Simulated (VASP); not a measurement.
Write the native input for VASP 6.6.1 that does the following.

```yaml
Task: single point
Functional: PBEsol
Potentials_or_basis: VASP PAW PBE potentials, release 64 (Na_pv)
Cutoff: 520 eV
k_mesh: 12 × 12 × 10
Occupations: gaussian, width 0.15 eV
Spin: no spin polarisation
Dipole_correction: no
Further_INCAR_settings: ALGO = Fast; EDIFF = 1e-06; NBANDS = 14
```

The structure of Na lies in POSCAR:

```
Na
1.0
    0.0000000000     -3.8203225084      0.0000000000
   -3.8203225084      0.0000000000      0.0000000000
    0.0000000000      0.0000000000     -5.3547884087
Na
2
Direct
    0.5000000000      0.6642007968      0.5000000000
    0.0000000000     -0.1642007968      0.0000000000
```

This cell differs from its parent crystal: atoms displaced along a vibrational mode, the cell strained.

The input as run:

INCAR

```
SYSTEM = Na
ALGO = Fast ; EDIFF = 1E-6
ENCUT = 520 ; GGA = PS
ISIF = 2 ; ISMEAR = 0
LASPH = .TRUE. ; LCHARG = .TRUE.
LELF = .TRUE. ; LREAL = .FALSE.
LVHAR = .TRUE. ; LWAVE = .FALSE.
NBANDS = 14 ; NELM = 100
PREC = Accurate ; SIGMA = 0.15
```

KPOINTS

```
k-points
0
G
  12 12 10
  0 0 0
```

Potentials or basis: VASP PAW PBE potentials, release 64 (Na_pv).

Run with:

```console
$ cat potpaw_PBE.64/Na_pv/POTCAR > POTCAR
$ mpirun -np 1 vasp_std > vasp.out
```

Results of the run:

The pressure is 0.1 GPa, the largest force is 0.193 eV/Å and the band gap on the k mesh is zero (bands 7 and 8 overlap by 4.44 eV).

Caveat: the cell differs from its parent crystal (atoms displaced along a vibrational mode, the cell strained); the PAW data sets were made with another functional, which shifts forces and pressure a little.

Run time: 86 s on 1 thread of Intel(R) Xeon(R) 6975P-C (Granite Rapids) (shared host), peak memory 0.34 GiB.
